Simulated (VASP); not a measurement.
**Mo: single point with PBE**

Mo:

```
Mo
1.0
    -1.34320    1.81727    1.58023
     1.34320   -1.81727    1.58023
     1.34320    1.81727   -1.58023
Mo
1
Cartesian
  0.0000 0.0000 0.0000
```

This cell differs from its parent crystal: strain +e along x and -e along y -0.1500, strain +e along z and -e/2 along x and y +0.0000.

- Program: VASP 6.6.1
- Task: single point
- Functional: PBE
- Potentials or basis: VASP PAW PBE potentials, release 64 (Mo_sv)
- Cutoff: 520 eV
- k mesh: 20 × 20 × 20
- Occupations: gaussian, width 0.15 eV
- Spin: no spin polarisation
- Dipole correction: no
- Further INCAR settings: ALGO = Fast; EDIFF = 1e-07; NBANDS = 13

```yaml
Pressure: 12.7 GPa
Band_gap_on_the_k_mesh: zero (band 7 reaches 16.70 eV, above the bottom of band 8 at 11.47 eV)
```

Stress tensor (GPa, compression positive):
```
28.03  0.00  0.00
 0.00  2.96  0.00
 0.00  0.00  7.19
```

Levels at points of the mesh, in eV from the Fermi level:
```
           k point  band 3  band 4  band 5  band 6  band 7  band 8  band 9  band 10  band 11  band 12
(0.00, 0.00, 0.00)  -34.30  -34.03   -7.07   -2.54   -0.63   -0.06    0.97     2.87    13.21    15.32
(0.50, 0.00, 0.00)  -34.29  -34.28   -4.98   -0.97   -0.74    0.75    2.09     4.68    10.70    13.22
(0.00, 0.50, 0.00)  -34.80  -34.58   -5.39   -4.51    2.62    3.32    4.75     4.80    12.35    13.81
(0.50, 0.50, 0.00)  -34.72  -34.46   -5.17   -3.17    0.39    2.37    4.17     4.54    12.23    12.53
(0.50, 0.50, 0.50)  -35.27  -34.57   -5.57   -4.97    4.07    4.49    4.75     5.79     9.12    13.86
```

Run time: 6.1 min on 1 thread of AMD EPYC 7R43 64-Core Processor (Zen 3), on a shared host, peak memory 0.28 GiB.

Caveat: the cell differs from its parent crystal (strain +e along x and -e along y -0.1500, strain +e along z and -e/2 along x and y +0.0000).
